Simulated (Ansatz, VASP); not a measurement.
# Two plane-wave programs on Ga2Te2O

```
Ga Te O
1.0
    -2.11838    5.79470    2.89734
     2.11838   -5.79470    2.89734
     2.11838    5.79470   -2.89734
Ga Te O
2 2 1
Direct
  0.38799 0.02803 0.35996
  0.66807 0.02803 0.64004
  0.39335 0.23722 0.15613
  0.08109 0.23722 0.84387
  0.66950 0.16950 0.50000
```

Change from the starting cell: built by hand: ordered vacancy zincblende (Imm2 In2Te3) (Imm2, No. 44).

Alike in both runs: functional PBE; k mesh 4 × 4 × 4; occupations gaussian, width 0.15 eV; no spin polarisation.

Ansatz relaxed the structure, and its values are those at the end. VASP's run is a single point on that final structure, the one shown.

|  | VASP | Ansatz |
| --- | --- | --- |
| version | VASP 6.6.1 | Ansatz 0.2.0 |
| potentials or method | VASP PAW PBE potentials, release 64 (Ga_d, Te, O), cutoff 520 eV | scalar-relativistic, plane waves, PAW |
| valence electrons in the cell | 44 | 64 |

Ansatz gave:

- gap on the k mesh at the Fermi level (eV): 1.45
- least direct gap on the mesh (eV): 1.62
- pressure (GPa): 0.2
- rms of the force components (eV/Å): 0.006

Problem. What did VASP give for the same quantities?

Solution. gap on the k mesh at the Fermi level (eV): 1.43; least direct gap on the mesh (eV): 1.59; pressure (GPa): 0.3; rms of the force components (eV/Å): 0.018.

With one functional, cell and mesh, what is left measures potentials, basis and numerics. VASP's potentials hold 44 valence electrons a cell and Ansatz's 64, so a difference there can come from the potentials and not from the codes.

The k mesh is coarse, so the values compare programs but aren't converged. Neither program's run includes spin-orbit coupling.
